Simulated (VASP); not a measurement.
Here is a VASP 6.6.1 calculation.

INCAR

```
SYSTEM = Na3SbTe3
PREC = Accurate ; ENCUT = 520
EDIFF = 1E-6 ; ISMEAR = -1
SIGMA = 0.02 ; LREAL = Auto
LASPH = .TRUE. ; NELM = 100
ALGO = Normal ; ISIF = 2
LWAVE = .FALSE. ; LCHARG = .FALSE.
GGA = PE ; NBANDS = 108
```

Contents of KPOINTS:

```
Automatic mesh
0
G
  3 3 3
  0 0 0
```

Contents of POSCAR:

```
Na3SbTe3
1.0
    9.6783730000      0.0000000000      0.0000000000
    0.0000000000      9.6783730000      0.0000000000
    0.0000000000      0.0000000000      9.6783730000
Na Sb Te
12 4 12
Direct
    0.5900301114      0.9099698886      0.0900301114
    0.1828694986      0.1828694986      0.1828694986
    0.3171305014      0.8171305014      0.6828694986
    0.6828694986      0.3171305014      0.8171305014
    0.9099698886      0.0900301114      0.5900301114
    0.0900301114      0.5900301114      0.9099698886
    0.4099698886      0.4099698886      0.4099698886
    0.3274484999      0.1725515001      0.8274484999
    0.1725515001      0.8274484999      0.3274484999
    0.8274484999      0.3274484999      0.1725515001
    0.6725515001      0.6725515001      0.6725515001
    0.8171305014      0.6828694986      0.3171305014
    0.0381223786      0.4618776214      0.5381223786
    0.4618776214      0.5381223786      0.0381223786
    0.9618776214      0.9618776214      0.9618776214
    0.5381223786      0.0381223786      0.4618776214
    0.2597377033      0.1193125109      0.5028151294
    0.7402622967      0.6193125109      0.9971848706
    0.3806874891      0.4971848706      0.7597377033
    0.9971848706      0.7402622967      0.6193125109
    0.4971848706      0.7597377033      0.3806874891
    0.1193125109      0.5028151294      0.2597377033
    0.5028151294      0.2597377033      0.1193125109
    0.6193125109      0.9971848706      0.7402622967
    0.8806874891      0.0028151294      0.2402622967
    0.0028151294      0.2402622967      0.8806874891
    0.2402622967      0.8806874891      0.0028151294
    0.7597377033      0.3806874891      0.4971848706
```

Potentials or basis: VASP PAW PBE potentials, release 64 (Na_pv, Sb, Te).

Launch:

```sh
$ cat potpaw_PBE.64/Na_pv/POTCAR potpaw_PBE.64/Sb/POTCAR potpaw_PBE.64/Te/POTCAR > POTCAR
$ mpirun -np 1 vasp_std > vasp.out
```

Question: Predict the band gap on the k mesh.

Answer: 1.50 eV (least direct gap 1.53 eV).

Question: Estimate the pressure.

Answer: 0.1 GPa.

Question: What does it give for the largest force?

Answer: 0.049 eV/Å.

Forces on the atoms (eV/Å):
```
Na  -0.001  0.001 -0.001
Na   0.002  0.002  0.002
Na  -0.002 -0.002  0.002
Na   0.002 -0.002 -0.002
Na   0.001 -0.001 -0.001
Na  -0.001 -0.001  0.001
Na   0.001  0.001  0.001
Na  -0.001  0.001 -0.001
Na   0.001 -0.001 -0.001
Na  -0.001 -0.001  0.001
Na   0.001  0.001  0.001
Na  -0.002  0.002 -0.002
Sb   0.029 -0.029  0.029
Sb  -0.029  0.029  0.029
Sb  -0.029 -0.029 -0.029
Sb   0.029  0.029 -0.029
Te  -0.032  0.008  0.002
Te   0.032  0.008 -0.002
Te  -0.008 -0.002 -0.032
Te  -0.002  0.032  0.008
Te  -0.002 -0.032 -0.008
Te   0.008  0.002 -0.032
Te   0.002 -0.032  0.008
Te   0.008 -0.002  0.032
Te  -0.008  0.002  0.032
Te   0.002  0.032 -0.008
Te   0.032 -0.008  0.002
Te  -0.032 -0.008 -0.002
```

Caveat: spin-orbit coupling is left out, which moves the levels of the heavy elements; an odd mesh through Γ misses points on the zone boundary, where band edges can lie.
